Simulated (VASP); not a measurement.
Input of a VASP 6.6.1 run:

File POSCAR:

```
P
1.0
    0.0000000000      1.9400000000      1.9400000000
    1.9400000000      0.0000000000      1.9400000000
    1.9400000000      1.9400000000      0.0000000000
P
1
Direct
    0.0000000000      0.0000000000      0.0000000000
```

File INCAR.step1:

```
PREC     = Accurate       # precision mode
ENCUT    = 550            # plane-wave cutoff, eV
ISMEAR   = 0              # smearing method
SIGMA    = 0.02           # smearing width, eV
LREAL    = False          # projectors in reciprocal space
LASPH    = True           # aspherical terms in the spheres
NELM     = 120            # most SCF steps
GGA      = PE             # functional
ALGO     = Normal         # electronic algorithm
EDIFF    = 1E-5           # SCF threshold, eV
LWAVE    = True           # write WAVECAR
LCHARG   = False          # write CHGCAR
GGA_COMPAT= False        
IBRION   = 2              # ionic algorithm
ISIF     = 3              # what is computed and relaxed
EDIFFG   = -0.005         # ionic threshold
NELMIN   = 4            
NSW      = 100            # ionic steps
```

INCAR.step2

```
PREC     = Accurate       # precision mode
ENCUT    = 550            # plane-wave cutoff, eV
EDIFF    = 1E-7           # SCF threshold, eV
ISMEAR   = 0              # smearing method
SIGMA    = 0.02           # smearing width, eV
LREAL    = False          # projectors in reciprocal space
LASPH    = True           # aspherical terms in the spheres
NELM     = 120            # most SCF steps
ALGO     = Normal         # electronic algorithm
ISIF     = 3              # what is computed and relaxed
LWAVE    = False          # write WAVECAR
LCHARG   = False          # write CHGCAR
METAGGA  = R2SCAN         # meta-GGA
LMIXTAU  = True         
IBRION   = 2              # ionic algorithm
NSW      = 50             # ionic steps
EDIFFG   = -0.02          # ionic threshold
ISTART   = 1            
GGA_COMPAT= False        
NELMIN   = 4
```

Contents of KPOINTS:

```
Automatic mesh
0
Gamma
  9 9 9
```

Potentials or basis: VASP PAW PBE potentials, release 64 (P).

Launch:

```sh
$ cat potpaw_PBE.64/P/POTCAR > POTCAR
$ cp INCAR.step1 INCAR
$ mpirun -np 1 vasp_std > vasp.out
$ cp INCAR.step2 INCAR
$ mpirun -np 1 vasp_std > vasp.out
```

Question: Predict the relaxed cell.

Answer: a = 2.733 Å, b = 2.733 Å, c = 2.733 Å, α = 60.00°, β = 60.00°, γ = 60.00°.

Question: Estimate the space group after relaxing (to 0.1 Å).

Answer: Fm-3m (No. 225).

Question: What does it give for the band gap on the k mesh?

Answer: Zero (an odd number of electrons rules out a gap without spin polarisation).

Final structure:
```
CELL_PARAMETERS angstrom
0.00000 1.93236 1.93236
1.93236 0.00000 1.93236
1.93236 1.93236 0.00000
ATOMIC_POSITIONS crystal
P 0.00000 0.00000 0.00000
```
